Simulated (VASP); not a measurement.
**Co: single point with PBE**

The system is Co.

```
Co
1.0
     0.00000    1.77210    1.77210
    -1.77210    1.77210    0.00000
    -1.77210   -1.77210    3.54420
Co
2
Direct
  0.00000 0.00000 0.00000
  0.00000 0.50000 0.50000
```

```
Program             : VASP 6.6.1
Task                : single point
Functional          : PBE
Potentials or basis : VASP PAW PBE potentials, release 64 (Co)
Cutoff              : 520 eV
k mesh              : 17 × 17 × 17
Occupations         : fermi-dirac, width 0.08 eV
Spin                : collinear spin, ferromagnetic start
Starting moments    : [2.0, 2.0] μB
```

| Property | Result |
| --- | --- |
| Pressure | -4.4 GPa |
| Net moment | 3.32 μB per cell |
| Site moments | Co +1.68 μB |
| Valence electrons inside the program's atomic spheres | Co 8.22 |

Levels at points of the mesh, in eV from the Fermi level:
Spin up:
| k point | band 8 | band 9 | band 10 | band 11 | band 12 | band 13 | band 14 | band 15 |
| --- | --- | --- | --- | --- | --- | --- | --- | --- |
| (0.00, 0.00, 0.00) | -1.71 | -1.71 | -0.84 | -0.84 | -0.28 | 5.89 | 21.39 | 22.82 |
Spin down:
| k point | band 4 | band 5 | band 6 | band 7 | band 8 | band 9 | band 10 | band 11 |
| --- | --- | --- | --- | --- | --- | --- | --- | --- |
| (0.00, 0.00, 0.00) | -1.10 | -1.10 | -1.10 | -1.10 | -0.33 | 0.31 | 0.31 | 1.10 |

Run time: 8.8 min on 1 thread of Intel(R) Xeon(R) Platinum 8124M CPU @ 3.00GHz (Skylake/Cascade Lake), with other jobs on the host, peak memory 0.39 GiB.
